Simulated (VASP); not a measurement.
A run of VASP 6.6.1 is set up as follows.

POSCAR

```
As
1.0
    4.8073432907      0.0000000000      0.0000000000
    0.0000000000      3.6338988400      0.0000000000
    0.0000000000      0.0000000000     28.2703730404
As
4
Direct
    0.0760355692      0.0000000000      0.3777315134
    0.4239644308      0.5000000000      0.3777315134
    0.5760355692      0.5000000000      0.2943501734
    0.9239644308      0.0000000000      0.2943501734
```

Contents of INCAR.step1:

```
  PREC = Accurate
  ENCUT = 520
  ISMEAR = -1
  SIGMA = 0.02
  LREAL = F
  LASPH = T
  NELM = 60
  LDIPOL = T
  IDIPOL = 3
  DIPOL = 0.5 0.5 0.336
  NBANDS = 18
  GGA = PE
  ALGO = Normal
  EDIFF = 1E-4
  LWAVE = T
  LCHARG = F
```

The input INCAR.step2:

```
  PREC = Accurate
  ENCUT = 520
  EDIFF = 1E-6
  ISMEAR = -1
  SIGMA = 0.02
  LREAL = F
  LASPH = T
  NELM = 60
  ALGO = Normal
  ISIF = 2
  LWAVE = F
  LCHARG = F
  LDIPOL = T
  IDIPOL = 3
  DIPOL = 0.5 0.5 0.336
  METAGGA = R2SCAN
  LMIXTAU = T
  NBANDS = 18
  ISTART = 1
```

Contents of KPOINTS:

```
Automatic mesh
0
Gamma
  6 6 1
```

Potentials or basis: VASP PAW PBE potentials, release 64 (As).

Command:

```console
$ cat potpaw_PBE.64/As/POTCAR > POTCAR
$ cp INCAR.step1 INCAR
$ mpirun -np 1 vasp_std > vasp.out
$ cp INCAR.step2 INCAR
$ mpirun -np 1 vasp_std > vasp.out
```

**Question.** Predict the band gap on the k mesh.

**Answer.** 1.13 eV.

**Question.** Estimate the largest force.

**Answer.** 0.034 eV/Å.

Forces on the atoms (eV/Å):
```
As  -0.025  0.000  0.023
As   0.025  0.000  0.023
As  -0.025  0.000 -0.023
As   0.025  0.000 -0.023
```

Caveat: the PAW data sets were made with another functional, which shifts forces and pressure a little.
